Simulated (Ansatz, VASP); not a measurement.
# TaPtCl in VASP and in Ansatz

INCAR

```
PREC = Accurate
ENCUT = 600
EDIFF = 1E-6
ISMEAR = 0
SIGMA = 0.1
LREAL = F
LASPH = T
NELM = 80
ALGO = Normal
ISIF = 3
LWAVE = F
LCHARG = F
GGA = PE
IBRION = 2
NSW = 90
EDIFFG = -0.04
```

File KPOINTS:

```
Automatic mesh
0
Gamma
  4 4 4
```

Contents of POSCAR:

```
TaPtCl
1.0
    3.9217055890      0.0000000000      0.0000000000
    0.0000000000      3.9217055890      0.0000000000
    0.0000000000      0.0000000000      6.9017128412
Ta Pt Cl
2 2 2
Direct
    0.5000000000      0.0000000000      0.6485000000
    0.0000000000      0.5000000000      0.3515000000
    0.5000000000      0.0000000000      0.2055000000
    0.0000000000      0.5000000000      0.7945000000
    0.0000000000      0.0000000000      0.0000000000
    0.5000000000      0.5000000000      0.0000000000
```

Input for Ansatz:

```yaml
crystal:
  lattice:
    - [3.921705589, 0.0, 0.0]
    - [0.0, 3.921705589, 0.0]
    - [0.0, 0.0, 6.9017128412]
  atoms:
    - { symbol: Ta, position: [0.5, 0.0, 0.6485] }
    - { symbol: Ta, position: [0.0, 0.5, 0.3515] }
    - { symbol: Pt, position: [0.5, 0.0, 0.2055] }
    - { symbol: Pt, position: [0.0, 0.5, 0.7945] }
    - { symbol: Cl, position: [0.0, 0.0, 0.0] }
    - { symbol: Cl, position: [0.5, 0.5, 0.0] }
basis:
  ecutwfc: 420
kpoints:
  mp_grid: { grid: [4, 4, 4] }
hamiltonian:
  xc: pbe
scf:
  occupations: { method: gaussian, width: 0.1 }
  lower_state_search: "off"
output:
  forces: true
  stress: true
  eigenvalues: true
relax:
  adjacent_minimum: "off"
  f_tol: 0.04
  max_steps: 70
  cell: { stress_tol: 0.4 }
```

Alike in both runs: task relaxation of cell and atoms; functional PBE; k mesh 4 × 4 × 4; occupations gaussian, width 0.1 eV; no spin polarisation.

|  | VASP | Ansatz |
| --- | --- | --- |
| version | VASP 6.6.1 | Ansatz 0.2.0 |
| potentials or method | VASP PAW PBE potentials, release 64 (Ta_pv, Pt, Cl), cutoff 600 eV | scalar-relativistic, plane waves, PAW |
| valence electrons in the cell | 56 | 76 |

```tsv
	VASP	Ansatz	Ansatz less VASP
gap on the k mesh at the Fermi level, each at its own relaxed structure (eV)	none	none	-
relaxed volume (Å³/atom)	17.25	17.25	0.000
relaxed length of the cell vector where the two differ most in proportion (Å)	7.312	7.319	+0.0078
```

A gap of «none» marks a metal or a gap that the smearing closes. VASP's potentials hold 56 valence electrons a cell and Ansatz's 76, so a difference there can come from the potentials and not from the codes.

The k mesh is coarse, so the values compare programs but aren't converged. Spin-orbit coupling is off throughout.
